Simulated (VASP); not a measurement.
A run of VASP 6.6.1:

File INCAR:

```
SYSTEM = InSe
ALGO = Normal ; EDIFF = 1E-6
ENCUT = 520 ; GGA = RP
ISIF = 2 ; ISMEAR = -1
LASPH = .TRUE. ; LCHARG = .FALSE.
LREAL = .FALSE. ; LWAVE = .FALSE.
NBANDS = 27 ; NELM = 100
PREC = Accurate ; SIGMA = 0.05
```

The input KPOINTS:

```
k-points
0
G
  8 8 8
  0 0 0
```

The input POSCAR:

```
InSe
1.0
    2.0752970462      1.1981733083     10.4829279823
   -2.0752970462      1.1981733083     10.4829279823
    0.0000000000     -2.3963466165     10.4829279823
In Se
2 2
Direct
    0.8988223680      0.8988223680      0.8988223680
   -0.0101555641     -0.0101555641     -0.0101555641
    0.1919753990      0.1919753990      0.1919753990
    0.3633577971      0.3633577971      0.3633577971
```

Potentials or basis: VASP PAW PBE potentials, release 64 (In_d, Se).

Launch:

```console
$ cat potpaw_PBE.64/In_d/POTCAR potpaw_PBE.64/Se/POTCAR > POTCAR
$ mpirun -np 1 vasp_std > vasp.out
```

Hardware: 1 thread of Intel(R) Xeon(R) 6975P-C (Granite Rapids) (shared host).

**Question.** How long does it take, and how much memory?

**Answer.** Wall time 14 min on 1 thread of Intel(R) Xeon(R) 6975P-C (Granite Rapids), with other jobs on the host, peak memory 1 GiB. Counts: scf iterations 16, k points 65.
